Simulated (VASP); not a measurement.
Write the native input for VASP 6.6.1 that does the following.

```yaml
Task: single point
Functional: PBE
Potentials_or_basis: VASP PAW PBE potentials, release 64 (Ag, Cl)
Cutoff: 500 eV
k_mesh: 4 × 4 × 4
Occupations: methfessel-paxton, width 0.0021 eV
Spin: no spin polarisation
Dipole_correction: no
Further_INCAR_settings: ALGO = Normal; EDIFF = 1e-06; NBANDS = 16
```

The structure of AgCl lies in POSCAR:

```
AgCl
1.0
    0.0000000000      2.7726629968      2.7726629968
    2.7726629968      0.0000000000      2.7726629968
    2.7726629968      2.7726629968      0.0000000000
Ag Cl
1 1
Direct
    0.0000000000      0.0000000000      0.0000000000
    0.5000000000      0.5000000000      0.5000000000
```

The input as run:

INCAR

```
SYSTEM = AgCl
PREC = Accurate ; ENCUT = 500
EDIFF = 1E-6 ; ISMEAR = 1
SIGMA = 0.0021 ; LREAL = .False.
LASPH = .True. ; NELM = 120
ALGO = Normal ; ISIF = 2
LWAVE = .False. ; LCHARG = .False.
GGA = PE ; NBANDS = 16
GGA_COMPAT = .False.
```

KPOINTS

```
Automatic mesh
0
Gamma
  4 4 4
  0 0 0
```

Potentials or basis: VASP PAW PBE potentials, release 64 (Ag, Cl).

Command:

```bash
$ cat potpaw_PBE.64/Ag/POTCAR potpaw_PBE.64/Cl/POTCAR > POTCAR
$ mpirun -np 1 vasp_std > vasp.out
```

It gave:

```
Pressure               : 1.7 GPa
Band gap on the k mesh : 0.90 eV, indirect (least direct gap 3.23 eV)
```

Caveat: the k points lie up to 0.49 Å⁻¹ apart.

Run time: 12 s on 1 thread of Intel Xeon 8259CL, on a shared host, peak memory 0.16 GiB.
